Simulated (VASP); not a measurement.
Si, 2 atoms in the cell. It takes space group Fd-3m (No. 227, cubic). The conventional cell has a = 5.444 Å, b = 5.444 Å, c = 5.444 Å, α = 90.00°, β = 90.00°, γ = 90.00°. Si (site symmetry -43m) has 4 Si at 2.36 Å within 3.1 Å. 

| Quantity | Value |
| --- | --- |
| Program | VASP 6.6.1 |
| Task | single point |
| Functional | PBEsol |
| Potentials or basis | VASP PAW PBE potentials, release 64 (Si) |
| Cutoff | 520 eV |
| k mesh | 6 × 6 × 6 |
| Occupations | gaussian, width 0.1 eV |
| Spin | no spin polarisation |
| Dipole correction | no |
| Further INCAR settings | ALGO = Normal; EDIFF = 1e-06; NBANDS = 11 |

Potentials or basis: VASP PAW PBE potentials, release 64 (Si).

Run with:

```console
$ cat potpaw_PBE.64/Si/POTCAR > POTCAR
$ mpirun -np 1 vasp_std > vasp.out
```

Hardware: 1 thread of Intel(R) Xeon(R) Platinum 8488C (Sapphire Rapids) (shared host).

Question: How long does it take, and how much memory?

Answer: Wall time 5.5 s on 1 thread of Intel(R) Xeon(R) Platinum 8488C (Sapphire Rapids), on a shared host, peak memory 0.15 GiB. Counts: scf iterations 11, k points 16.
